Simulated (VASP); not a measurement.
Crystal: Sb.

```
Sb
1.0
     0.00000    3.24481    3.24481
     3.24481    0.00000    3.24481
     3.24481    3.24481    0.00000
Sb
2
Direct
  0.50000 0.50000 0.50000
  0.75000 0.75000 0.75000
```

This isn't the form of Sb at room conditions, which is rhombohedral.

- Program: VASP 6.6.1
- Task: relaxation of cell and atoms
- Functional: r2SCAN
- Potentials or basis: VASP PAW PBE potentials, release 64 (Sb_d_GW)
- Cutoff: 550 eV
- k mesh: 4 × 4 × 4
- Occupations: gaussian, width 0.1 eV
- Spin: no spin polarisation

At the start: pressure 8.3 GPa; volume 34.16 Å³/atom.

Question: How do energy, volume and symmetry change on relaxing?

Answer: Over 4 steps the energy falls by 144.6 meV/atom and the volume is 40.97 Å³/atom (+19.9 %); space group Fd-3m (No. 227, to 0.1 Å) before and after.

The path:
| step | energy change (eV) | largest force (eV/Å) | pressure (GPa) | volume (Å³) |
| --- | --- | --- | --- | --- |
| 1 | 0.0000 | 0.0000 | 8.29 | 68.33 |
| 2 | -0.2545 | 0.0000 | -1.97 | 87.33 |
| 3 | -0.2888 | 0.0000 | 0.23 | 81.36 |
| 4 | -0.2893 | 0.0000 | 0.00 | 81.94 |

Final structure:
```
Sb
1.0
     0.00000    3.44734    3.44734
     3.44734    0.00000    3.44734
     3.44734    3.44734    0.00000
Sb
2
Cartesian
  3.4473 3.4473 3.4473
  5.1710 5.1710 5.1710
```

Caveat: the k points lie up to 0.39 Å⁻¹ apart in the final cell, too coarse for converged energies and pressures of a metal; the volume moved by over 15 % at a fixed basis, so the end points are rough; the PAW data sets were made with another functional, which shifts forces and pressure a little.
